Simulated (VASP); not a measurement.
Crystal: LuSi2Ge3.

```
Lu Si Ge
1.0
     3.47292    2.00509    3.03537
    -3.47292    2.00509    3.03537
     0.00000   -4.01019    3.03537
Lu Si Ge
1 2 3
Direct
  0.50000 0.50000 0.50000
  0.81263 0.81263 0.81263
  0.18737 0.18737 0.18737
  0.29143 0.70857 0.00000
  0.00000 0.29143 0.70857
  0.70857 0.00000 0.29143
```

The cell was built from a structure type or drawn by symmetry, and may not be a known phase.

- Program: VASP 6.6.1
- Task: relaxation of cell and atoms
- Functional: PBE
- Potentials or basis: VASP PAW PBE potentials, release 64 (Lu, Si, Ge_d)
- Cutoff: 600 eV
- k mesh: 6 × 6 × 6
- Occupations: gaussian, width 0.1 eV
- Spin: no spin polarisation

At the start: pressure -0.0 GPa; volume 21.14 Å³/atom.

Problem. Where does the relaxation end?

Solution. Over 16 steps the energy falls by 2.7 meV/atom and the volume is 20.94 Å³/atom (-0.9 %); space group R32 (No. 155, to 0.1 Å) before and after.

The path:
```
step  energy change (eV)  largest force (eV/Å)  pressure (GPa)  volume (Å³)
   1              0.0000                0.1567           -0.03       126.82
   2             -0.0033                0.1171            0.01       126.75
   3             -0.0064                0.1025            0.13       126.60
   4             -0.0080                0.0898           -0.14       127.02
   5             -0.0086                0.0803           -0.31       127.33
   6             -0.0097                0.0678           -0.25       127.15
   7             -0.0121                0.0277            0.02       126.62
   8             -0.0120                0.0648            0.41       125.57
   9             -0.0129                0.0147            0.21       126.12
  10             -0.0138                0.0268            0.13       126.13
  11             -0.0150                0.0572           -0.05       126.16
  12             -0.0151                0.0700           -0.09       126.17
  13             -0.0159                0.0452           -0.01       125.99
  14             -0.0163                0.0181            0.04       125.79
  15             -0.0161                0.0345            0.19       125.38
  16             -0.0164                0.0015            0.02       125.66
```

Final structure:
```cif
data_structure
_symmetry_space_group_name_H-M 'P 1'
_symmetry_Int_Tables_number 1
_cell_length_a 5.0203
_cell_length_b 5.0203
_cell_length_c 5.0203
_cell_angle_alpha 86.042
_cell_angle_beta 86.042
_cell_angle_gamma 86.042
_cell_volume 125.66
loop_
_atom_site_label
_atom_site_type_symbol
_atom_site_fract_x
_atom_site_fract_y
_atom_site_fract_z
_atom_site_occupancy
Lu1 Lu 0.50000 0.50000 0.50000 1
Si1 Si 0.80653 0.80653 0.80653 1
Si2 Si 0.19347 0.19347 0.19347 1
Ge1 Ge 0.27966 0.72034 0.00000 1
Ge2 Ge 0.00000 0.27966 0.72034 1
Ge3 Ge 0.72034 0.00000 0.27966 1
```
